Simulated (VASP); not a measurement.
# NaCl (P6_3/mmc) in VASP: settings compared

The runs below take NaCl through relaxation of cell and atoms, with PBE, r2SCAN.

Everything below comes from runs of VASP 6.6.1. Logs are shortened: lines on timing, memory, paths and dates and some standing lists are left out, and cuts for length are marked.

**1. The cell of the first run**

It takes space group P6_3/mmc (No. 194, hexagonal). Conventional cell: a = 3.741 Å, b = 3.741 Å, c = 6.097 Å, α = 90.00°, β = 90.00°, γ = 120.00°. Within 3.5 Å of Na (site symmetry -3m) lie 6 Cl at 2.64 Å and 2 Na at 3.05 Å. Cl (site symmetry -6m2) has 6 Na at 2.64 Å within 3.5 Å.

**2. Relaxation of cell and atoms, PBE**

Input file INCAR:

```
SYSTEM = NaCl
PREC = Accurate
ENCUT = 600
EDIFF = 1E-7
ISMEAR = -1
SIGMA = 0.02
LREAL = .FALSE.
LASPH = .TRUE.
NELM = 100
ALGO = Normal
ISIF = 3
LWAVE = .FALSE.
LCHARG = .FALSE.
GGA = PE
IBRION = 2
NSW = 80
EDIFFG = -0.005
```

Input file KPOINTS:

```
Automatic mesh
0
G
  12 12 4
  0 0 0
```

Input file POSCAR:

```
NaCl
1.0
    3.7405199100      0.0000000000      0.0000000000
   -1.8702599550      3.2393852654      0.0000000000
    0.0000000000      0.0000000000      6.0970474533
Na Cl
2 2
Direct
    0.0000000000      0.0000000000      0.0000000000
    0.0000000000      0.0000000000      0.5000000000
    0.3333333333      0.6666666667      0.2500000000
    0.6666666667      0.3333333333      0.7500000000
```

Potentials or basis: VASP PAW PBE potentials, release 64 (Na_pv, Cl).

Started as:

```console
$ cat potpaw_PBE.64/Na_pv/POTCAR potpaw_PBE.64/Cl/POTCAR > POTCAR
$ mpirun -np 1 vasp_std > vasp.out
```

OUTCAR:

```text
SYSTEM = NaCl
   PREC = Accurate
   ENCUT = 600
   EDIFF = 1E-7
   ISMEAR = -1
   LREAL = .FALSE.
   LASPH = .TRUE.
   NELM = 100
   ISIF = 3
   GGA = PE
   IBRION = 2
   NSW = 80
   EDIFFG = -0.005

 ion  position               nearest neighbor table
   1  0.000  0.000  0.000-   3 2.64   4 2.64   3 2.64   4 2.64   4 2.64   3 2.64
   2  0.000  0.000  0.500-   3 2.64   4 2.64   3 2.64   4 2.64   4 2.64   3 2.64
   3  0.333  0.667  0.250-   1 2.64   2 2.64   1 2.64   2 2.64   1 2.64   2 2.64
   4  0.667  0.333  0.750-   1 2.64   2 2.64   1 2.64   2 2.64   1 2.64   2 2.64

  LATTYP: Found a hexagonal cell.
 ALAT       =     3.7405199100
 C/A-ratio  =     1.6300000000

  Lattice vectors:

 A1 = (   3.7405199100,   0.0000000000,   0.0000000000)
 A2 = (  -1.8702599550,   3.2393852654,   0.0000000000)
 A3 = (   0.0000000000,   0.0000000000,   6.0970474533)

Analysis of symmetry for initial positions (statically):
=====================================================================
 Subroutine PRICEL returns:
 Original cell was already a primitive cell.

 Routine SETGRP: Setting up the symmetry group for a
 hexagonal supercell.

 Subroutine GETGRP returns: Found 24 space group operations
 (whereof 12 operations were pure point group operations)
 out of a pool of 24 trial point group operations.

The static configuration has the point symmetry D_3d.
 The point group associated with its full space group is D_6h.

Analysis of symmetry for dynamics (positions and initial velocities):
=====================================================================
 Subroutine PRICEL returns:
 Original cell was already a primitive cell.

 Routine SETGRP: Setting up the symmetry group for a
 hexagonal supercell.

 Subroutine GETGRP returns: Found 24 space group operations
 (whereof 12 operations were pure point group operations)
 out of a pool of 24 trial point group operations.

The dynamic configuration has the point symmetry D_3d.
 The point group associated with its full space group is D_6h.

 Subroutine INISYM returns: Found 24 space group operations
 (whereof 12 operations are pure point group operations),
 and found     1 'primitive' translations

----------------------------------------------------------------------------------------

                                     Primitive cell

  volume of cell :      73.8778

  direct lattice vectors                    reciprocal lattice vectors
[... 95 lines left out ...]
   IBRION =      2    ionic relax: 0-MD 1-quasi-New 2-CG
   NFREE  =      1    steps in history (QN), initial steepest desc. (CG)
   ISIF   =      3    stress and relaxation
   ISYM   =      2    0-nonsym 1-usesym 2-fastsym
   POTIM  = 0.5000    time-step for ionic-motion
   TEBEG  =    0.0;   TEEND  =   0.0 temperature during run
   PSTRESS=    0.0 pullay stress
   NELECT =      28.0000    total number of electrons
   NUPDOWN=      -1.0000    fix difference up-down
   EMIN   =  10.00;   EMAX   =-10.00  energy-range for DOS
   EFERMI =   0.00;   METHOD = LEGACY
   ISMEAR =    -1;   SIGMA  =   0.02  broadening in eV -4-tet -1-fermi 0-gaus
   EFERMI_NEDOS =   21; number of points for ismear=-14 and -15
   IALGO  =     38    algorithm
   IMIX   =      4    mixing-type and parameters
     AMIX     =   0.40;   BMIX     =  1.00
     AMIX_MAG =   1.60;   BMIX_MAG =  1.00
  volume/ion in A,a.u.               =      18.47       124.64
  Fermi-wavevector in a.u.,A,eV,Ry     =   1.184739  2.238833 19.097235  1.403607
  Thomas-Fermi vector in A             =   2.320947
   LORBIT       =      0    0 simple, 1 ext, 2 COOP (PROOUT), +10 PAW based schemes
   GGA     = PE    functional components
   LHFCALC =     F    Hartree Fock is set to
   AEXX    =    0.0000 exact exchange contribution
   IVDW    =     0    specifies the selected vdW correction
   LEPSILON=     F    determine dielectric tensor
   LRPA    =     F    only Hartree local field effects (RPA)
 conjugate gradient relaxation of ions
 non-spin polarized calculation
  energy-cutoff  :      600.00
  volume of cell :       73.88
 maximum number of plane-waves:      2515
 NGX is ok and might be reduce to    30
   NGX = 15   NGY = 15   NGZ = 25

--------------------------------------- Ionic step        1  -------------------------------------------

 number of electron      28.0000011 magnetization

 Free energy of the ion-electron system (eV)
  ---------------------------------------------------
  ext. energy  EPLUGINS =         0.00000000
  ---------------------------------------------------
  free energy    TOTEN  =       -12.98625609 eV

  energy without entropy =      -12.98625609  energy(sigma->0) =      -12.98625609

------------------------ aborting loop because EDIFF is reached ----------------------------------------

  FORCE on cell =-STRESS in cart. coord.  units (eV):
  Direction    XX          YY          ZZ          XY          YZ          ZX
  --------------------------------------------------------------------------------------
  -------------------------------------------------------------------------------------
  Total        3.7527328      3.7527328      5.2300062      0.0000000      0.0000000      0.0000000
  in kB       81.3849445     81.3849445    113.4223494      0.0000000      0.0000000      0.0000000
  external PRESSURE =      92.0640795 kB  Pullay stress =       0.0000000 kB
[... 25 lines left out ...]
--------------------------------------- Ionic step        2  -------------------------------------------

 number of electron      28.0000014 magnetization

 E-fermi :   0.0039     XC(G=0):  -8.3504

 val. band max:       -0.4545595399   @ k =   0.0000   0.0000   0.0000
 cond. band min:       4.8196498431   @ k =   0.0000   0.0000   0.0000
 fundamental gap:      5.2742093830
 Fermi energy:         0.0038872875

 k-point     1 :       0.0000    0.0000    0.0000
  band No.  band energies     occupation
      1     -21.3707      2.00000
      2     -21.2879      2.00000
      3     -21.2879      2.00000
      4     -21.2795      2.00000
      5     -21.2782      2.00000
      6     -21.2782      2.00000
[... 760 lines left out ...]
--------------------------------------- Ionic step        9  -------------------------------------------

 number of electron      28.0000027 magnetization

 Free energy of the ion-electron system (eV)
  ---------------------------------------------------
  ext. energy  EPLUGINS =         0.00000000
  ---------------------------------------------------
  free energy    TOTEN  =       -13.45167389 eV

  energy without entropy =      -13.45167389  energy(sigma->0) =      -13.45167389

 E-fermi :  -0.4231     XC(G=0):  -8.0262

 val. band max:       -0.8361717100   @ k =   0.0000   0.0000   0.0000
 cond. band min:       4.0626455219   @ k =   0.0000   0.0000   0.0000
 fundamental gap:      4.8988172319
 Fermi energy:        -0.4230744292

 k-point     1 :       0.0000    0.0000    0.0000
  band No.  band energies     occupation
      1     -21.9090      2.00000
      2     -21.8635      2.00000
      3     -21.8634      2.00000
      4     -21.8580      2.00000
      5     -21.8580      2.00000
      6     -21.8538      2.00000
[... 526 lines left out ...]
  FREE ENERGIE OF THE ION-ELECTRON SYSTEM (eV)
  ---------------------------------------------------
  free  energy   TOTEN  =       -13.4516738852 eV

  energy  without entropy=      -13.4516738852  energy(sigma->0) =      -13.45167389

 reached required accuracy - stopping structural energy minimisation
```

OSZICAR:

```text
N       E                     dE             d eps       ncg     rms          rms(c)
DAV:   1     0.282438637464E+03    0.28244E+03   -0.15642E+04  2092   0.187E+03
DAV:   2     0.118624730587E+02   -0.27058E+03   -0.26273E+03  2432   0.434E+02
DAV:   3    -0.126230159084E+02   -0.24485E+02   -0.24374E+02  2298   0.131E+02
[... 88 lines left out ...]
DAV:   4    -0.134516741142E+02    0.16956E-04   -0.16954E-05  3066   0.428E-02    0.475E-03
DAV:   5    -0.134516736312E+02    0.48303E-06   -0.25925E-06  2230   0.981E-03    0.216E-03
DAV:   6    -0.134516737898E+02   -0.15860E-06   -0.10552E-07  1668   0.480E-03    0.121E-03
DAV:   7    -0.134516739265E+02   -0.13671E-06   -0.38389E-08  1108   0.193E-03    0.252E-04
DAV:   8    -0.134516738852E+02    0.41268E-07   -0.97046E-09  1062   0.118E-03
   9 F= -.13451674E+02 E0= -.13451674E+02  d E =-.789366E-04
```

Wall time 11 min (1 thread of Intel Xeon 8259CL, shared host); peak memory 0.25 GiB.

What came out:

| Quantity | Value |
| --- | --- |
| Free energy | -13.4517 eV |
| Relaxed volume | 23.15 Å³/atom |
| Relaxed cell | a = 3.955 Å, b = 3.955 Å, c = 6.837 Å, α = 90.00°, β = 90.00°, γ = 120.00° |
| Space group after relaxing (to 0.1 Å) | P6_3/mmc (No. 194) |
| Energy gained by relaxing | 116.4 meV/atom |
| Ionic steps | 9 |
| Pressure after relaxing | 0.0 GPa |
| Band gap on the k mesh | 4.90 eV |

The path:
```
step  energy change (eV)  largest force (eV/Å)  pressure (GPa)  volume (Å³)
   1              0.0000                0.0000            9.21        73.88
   2             -0.4075                0.0000            2.22        85.81
   3             -0.4536                0.0000            0.45        91.04
   4             -0.4570                0.0000           -0.04        92.84
   5             -0.4570                0.0000           -0.15        93.25
   6             -0.4612                0.0000           -0.13        93.14
   7             -0.4653                0.0000           -0.08        92.86
   8             -0.4653                0.0000           -0.08        92.86
   9             -0.4654                0.0000           -0.01        92.60
```

Final structure:
```yaml
crystal:
  lattice:
    - [3.95473, 0.00000, 0.00000]
    - [-1.97736, 3.42490, 0.00000]
    - [0.00000, 0.00000, 6.83669]
  atoms:
    - { symbol: Na, position: [0.00000, 0.00000, 0.00000] }
    - { symbol: Na, position: [0.00000, 0.00000, 0.50000] }
    - { symbol: Cl, position: [0.33333, 0.66667, 0.25000] }
    - { symbol: Cl, position: [0.66667, 0.33333, 0.75000] }
```

Caveat: the volume moved by over 15 % at a fixed basis, so the end points are rough.

**3. Relaxation of cell and atoms, r2SCAN**

This run uses another cell than the first one, of 23.17 Å³/atom.

Input file POSCAR:

```
NaCl
1.0
    3.9554594119      0.0000000000      0.0000000000
   -1.9777297060      3.4255283344      0.0000000000
    0.0000000000      0.0000000000      6.8388213760
Na Cl
2 2
Direct
    0.0000000000      0.0000000000      0.0000000000
    0.0000000000      0.0000000000      0.5000000000
    0.3333333333      0.6666666667      0.2500000000
    0.6666666667      0.3333333333      0.7500000000
```

Input file INCAR.step1:

```
SYSTEM = NaCl
PREC = Accurate ; ENCUT = 600
ISMEAR = -1 ; SIGMA = 0.02
LREAL = .FALSE. ; LASPH = .TRUE.
NELM = 100 ; GGA = PE
ALGO = Normal ; EDIFF = 1E-4
LWAVE = .TRUE. ; LCHARG = .FALSE.
```

Input file INCAR.step2:

```
SYSTEM = NaCl
PREC = Accurate ; ENCUT = 600
EDIFF = 1E-6 ; ISMEAR = -1
SIGMA = 0.02 ; LREAL = .FALSE.
LASPH = .TRUE. ; NELM = 100
ALGO = Normal ; ISIF = 3
LWAVE = .FALSE. ; LCHARG = .FALSE.
METAGGA = R2SCAN ; LMIXTAU = .TRUE.
IBRION = 2 ; NSW = 80
EDIFFG = -0.005 ; ISTART = 1
```

Input file KPOINTS:

```
Automatic mesh
0
G
  6 6 4
  0 0 0
```

Potentials or basis: VASP PAW PBE potentials, release 64 (Na_pv, Cl).

Started as:

```console
$ cat potpaw_PBE.64/Na_pv/POTCAR potpaw_PBE.64/Cl/POTCAR > POTCAR
$ cp INCAR.step1 INCAR
$ mpirun -np 1 vasp_std > vasp.out
$ cp INCAR.step2 INCAR
$ mpirun -np 1 vasp_std > vasp.out
```

OUTCAR:

```text
SYSTEM = NaCl
   PREC = Accurate
   ENCUT = 600
   EDIFF = 1E-6
   ISMEAR = -1
   LREAL = .FALSE.
   LASPH = .TRUE.
   NELM = 100
   ISIF = 3
   METAGGA = R2SCAN
   IBRION = 2
   NSW = 80
   EDIFFG = -0.005
   ISTART = 1

 ion  position               nearest neighbor table
   1  0.000  0.000  0.000-
   2  0.000  0.000  0.500-
   3  0.333  0.667  0.250-
   4  0.667  0.333  0.750-

  LATTYP: Found a hexagonal cell.
 ALAT       =     3.9554594119
 C/A-ratio  =     1.7289575404

  Lattice vectors:

 A1 = (   3.9554594119,   0.0000000000,   0.0000000000)
 A2 = (  -1.9777297060,   3.4255283344,   0.0000000000)
 A3 = (   0.0000000000,   0.0000000000,   6.8388213760)

Analysis of symmetry for initial positions (statically):
=====================================================================
 Subroutine PRICEL returns:
 Original cell was already a primitive cell.

 Routine SETGRP: Setting up the symmetry group for a
 hexagonal supercell.

 Subroutine GETGRP returns: Found 24 space group operations
 (whereof 12 operations were pure point group operations)
 out of a pool of 24 trial point group operations.

The static configuration has the point symmetry D_3d.
 The point group associated with its full space group is D_6h.

Analysis of symmetry for dynamics (positions and initial velocities):
=====================================================================
 Subroutine PRICEL returns:
 Original cell was already a primitive cell.

 Routine SETGRP: Setting up the symmetry group for a
 hexagonal supercell.

 Subroutine GETGRP returns: Found 24 space group operations
 (whereof 12 operations were pure point group operations)
 out of a pool of 24 trial point group operations.

The dynamic configuration has the point symmetry D_3d.
[... 103 lines left out ...]
   NSW    =     80    number of steps for IOM
   IBRION =      2    ionic relax: 0-MD 1-quasi-New 2-CG
   NFREE  =      1    steps in history (QN), initial steepest desc. (CG)
   ISIF   =      3    stress and relaxation
   ISYM   =      2    0-nonsym 1-usesym 2-fastsym
   POTIM  = 0.5000    time-step for ionic-motion
   TEBEG  =    0.0;   TEEND  =   0.0 temperature during run
   PSTRESS=    0.0 pullay stress
   NELECT =      28.0000    total number of electrons
   NUPDOWN=      -1.0000    fix difference up-down
   EMIN   =  10.00;   EMAX   =-10.00  energy-range for DOS
   EFERMI =   0.00;   METHOD = LEGACY
   ISMEAR =    -1;   SIGMA  =   0.02  broadening in eV -4-tet -1-fermi 0-gaus
   EFERMI_NEDOS =   21; number of points for ismear=-14 and -15
   IALGO  =     38    algorithm
   IMIX   =      4    mixing-type and parameters
     AMIX     =   0.40;   BMIX     =  1.00
     AMIX_MAG =   1.60;   BMIX_MAG =  1.00
  volume/ion in A,a.u.               =      23.17       156.33
  Fermi-wavevector in a.u.,A,eV,Ry     =   1.098565  2.075986 16.420111  1.206844
  Thomas-Fermi vector in A             =   2.234944
   LORBIT       =      0    0 simple, 1 ext, 2 COOP (PROOUT), +10 PAW based schemes
   METAGGA = R2SCAN    functional components
   LHFCALC =     F    Hartree Fock is set to
   AEXX    =    0.0000 exact exchange contribution
   IVDW    =     0    specifies the selected vdW correction
   LEPSILON=     F    determine dielectric tensor
   LRPA    =     F    only Hartree local field effects (RPA)
 conjugate gradient relaxation of ions
 non-spin polarized calculation
  energy-cutoff  :      600.00
  volume of cell :       92.66
 maximum number of plane-waves:      3168
 NGX is ok and might be reduce to    32
   NGX = 15   NGY = 15   NGZ = 27

--------------------------------------- Ionic step        1  -------------------------------------------

 number of electron      28.0000018 magnetization

 Free energy of the ion-electron system (eV)
  ---------------------------------------------------
  ext. energy  EPLUGINS =         0.00000000
  ---------------------------------------------------
  free energy    TOTEN  =       -27.45210426 eV

  energy without entropy =      -27.45210426  energy(sigma->0) =      -27.45210426

------------------------ aborting loop because EDIFF is reached ----------------------------------------

  FORCE on cell =-STRESS in cart. coord.  units (eV):
  Direction    XX          YY          ZZ          XY          YZ          ZX
  --------------------------------------------------------------------------------------
  -------------------------------------------------------------------------------------
  Total       -0.7473971     -0.7473971     -0.7682256      0.0000000      0.0000000      0.0000000
  in kB      -12.9227878    -12.9227878    -13.2829215      0.0000000      0.0000000      0.0000000
  external PRESSURE =     -13.0428323 kB  Pullay stress =       0.0000000 kB
[... 139 lines left out ...]
--------------------------------------- Ionic step        5  -------------------------------------------

 number of electron      28.0000001 magnetization

 Free energy of the ion-electron system (eV)
  ---------------------------------------------------
  ext. energy  EPLUGINS =         0.00000000
  ---------------------------------------------------
  free energy    TOTEN  =       -27.47435464 eV

  energy without entropy =      -27.47435464  energy(sigma->0) =      -27.47435464

 E-fermi :  -0.4597     XC(G=0):  -8.7399

 val. band max:       -0.9560651798   @ k =   0.0000   0.0000   0.0000
 cond. band min:       4.9620989620   @ k =   0.0000   0.0000   0.0000
 fundamental gap:      5.9181641418
 Fermi energy:        -0.4596689922

 k-point     1 :       0.0000    0.0000    0.0000
  band No.  band energies     occupation
      1     -22.6544      2.00000
      2     -22.5986      2.00000
      3     -22.5984      2.00000
      4     -22.5920      2.00000
      5     -22.5918      2.00000
      6     -22.5894      2.00000
[... 461 lines left out ...]
  FREE ENERGIE OF THE ION-ELECTRON SYSTEM (eV)
  ---------------------------------------------------
  free  energy   TOTEN  =       -27.4743546427 eV

  energy  without entropy=      -27.4743546427  energy(sigma->0) =      -27.47435464

 reached required accuracy - stopping structural energy minimisation
```

OSZICAR.step1:

```text
N       E                     dE             d eps       ncg     rms          rms(c)
DAV:   1     0.274800430787E+03    0.27480E+03   -0.14888E+04   764   0.175E+03
DAV:   2     0.121888619221E+02   -0.26261E+03   -0.25425E+03   948   0.414E+02
DAV:   3    -0.130566290388E+02   -0.25245E+02   -0.25168E+02   826   0.130E+02
DAV:   4    -0.138547056831E+02   -0.79808E+00   -0.79754E+00  1026   0.257E+01
DAV:   5    -0.138692383362E+02   -0.14533E-01   -0.14531E-01   948   0.313E+00    0.304E+00
DAV:   6    -0.134682689914E+02    0.40097E+00   -0.95701E-01   878   0.520E+00    0.231E+00
DAV:   7    -0.134430357202E+02    0.25233E-01   -0.20125E-01   986   0.249E+00    0.157E+00
DAV:   8    -0.134549911395E+02   -0.11955E-01   -0.22811E-02   796   0.134E+00    0.330E-01
DAV:   9    -0.134548287451E+02    0.16239E-03   -0.65110E-04  1062   0.229E-01    0.139E-01
DAV:  10    -0.134553645512E+02   -0.53581E-03   -0.96676E-04   804   0.221E-01    0.370E-02
DAV:  11    -0.134553569105E+02    0.76407E-05   -0.36209E-05   698   0.440E-02
   1 F= -.13455357E+02 E0= -.13455357E+02  d E =-.233606E-10
```

Run time: 11 min. Hardware: 1 thread of Intel Xeon 8259CL, shared host; peak memory 0.27 GiB.

Results:

```
Free energy                           : -27.4744 eV
Relaxed volume                        : 21.95 Å³/atom
Relaxed cell                          : a = 3.886 Å, b = 3.886 Å, c = 6.715 Å, α = 90.00°, β = 90.00°, γ = 120.00°
Space group after relaxing (to 0.1 Å) : P6_3/mmc (No. 194)
Energy gained by relaxing             : 5.6 meV/atom
Ionic steps                           : 5
Pressure after relaxing               : 0.0 GPa
Band gap on the k mesh                : 5.92 eV
```

Step by step:
```tsv
step	energy change (eV)	largest force (eV/Å)	pressure (GPa)	volume (Å³)
1	0.0000	0.0000	-1.30	92.66
2	-0.0163	0.0000	-0.69	90.16
3	-0.0213	0.0000	-0.26	88.63
4	-0.0183	0.0000	0.71	85.63
5	-0.0223	0.0000	-0.01	87.81
```

Final structure:
```
Na Cl
1.0
     3.88577    0.00000    0.00000
    -1.94289    3.36518    0.00000
     0.00000    0.00000    6.71498
Na Cl
2 2
Direct
  0.00000 0.00000 0.00000
  0.00000 0.00000 0.50000
  0.33333 0.66667 0.25000
  0.66667 0.33333 0.75000
```

Caveat: the PAW data sets were made with another functional, which shifts forces and pressure a little. A k mesh can miss the band edges.
